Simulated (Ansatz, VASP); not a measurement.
**SiC: VASP beside Ansatz**

Contents of POSCAR:

```
SiC
1.0
    3.0759836412      0.0000000000      0.0000000000
   -1.5379918206      2.6638799749      0.0000000000
    0.0000000000      0.0000000000      5.0478375069
Si C
2 2
Direct
    0.3333333333      0.6666666667     -0.0562910465
    0.6666666667      0.3333333333      0.4437089535
    0.3333333333      0.6666666667      0.4312910465
    0.6666666667      0.3333333333      0.9312910465
```

Contents of INCAR.step1:

```
SYSTEM = SiC
PREC = Accurate
ENCUT = 520
ISMEAR = 0
SIGMA = 0.01
LREAL = .False.
LASPH = .True.
NELM = 100
NBANDS = 16
GGA = PE
ALGO = Normal
EDIFF = 1E-4
LWAVE = .True.
LCHARG = .False.
```

Contents of INCAR.step2:

```
SYSTEM = SiC
PREC = Accurate
ENCUT = 520
EDIFF = 1E-7
ISMEAR = 0
SIGMA = 0.01
LREAL = .False.
LASPH = .True.
NELM = 100
ALGO = Normal
ISIF = 2
LWAVE = .False.
LCHARG = .True.
METAGGA = R2SCAN
LMIXTAU = .True.
LELF = .True.
LVHAR = .True.
NBANDS = 16
ISTART = 1
```

File KPOINTS:

```
Automatic mesh
0
Gamma
  12 12 6
  0 0 0
```

Input for Ansatz:

```yaml
crystal:
  lattice:
    - [3.0759836412, 0.0, 0.0]
    - [-1.5379918206, 2.6638799749, 0.0]
    - [0.0, 0.0, 5.0478375069]
  atoms:
    - { symbol: Si, position: [0.3333333333, 0.6666666667, -0.0562910465] }
    - { symbol: Si, position: [0.6666666667, 0.3333333333, 0.4437089535] }
    - { symbol: C, position: [0.3333333333, 0.6666666667, 0.4312910465] }
    - { symbol: C, position: [0.6666666667, 0.3333333333, 0.9312910465] }
basis:
  ecutwfc: 500
  xc_grid: 2
kpoints:
  mp_grid: { grid: [12, 12, 6] }
hamiltonian:
  xc: r2scan
  pseudopotentials: { kind: paw, azcp: { folder: soft_1 } }
scf:
  occupations: { method: fixed }
output:
  forces: true
  stress: true
  eigenvalues: true
  polarization: {}
```

Change from the starting cell: polar distortion scaled by 0.10.

Alike in both runs: task single point; functional r2SCAN; k mesh 12 × 12 × 6; no spin polarisation.

```csv
,VASP,Ansatz
version,VASP 6.6.1,Ansatz 0.2.0
potentials or method,"VASP PAW PBE potentials, release 64 (Si, C), cutoff 520 eV","scalar-relativistic, plane waves, PAW"
occupations,"gaussian, width 0.01 eV",fixed
valence electrons in the cell,16,16
```

```csv
,VASP,Ansatz,Ansatz less VASP
gap on the k mesh at the Fermi level (eV),1.01,1.01,+0.002
least direct gap on the mesh (eV),3.12,3.11,-0.003
pressure (GPa),10.2,10.6,+0.39
"traceless stress, the component that is largest in VASP (GPa)",-8.20,-8.62,-0.425
rms of the force components (eV/Å),0.399,0.398,-0.0003
```

VASP's potentials were made for PBE, not for r2SCAN. Atom by atom the forces differ by 0.000 eV/Å (rms over components).
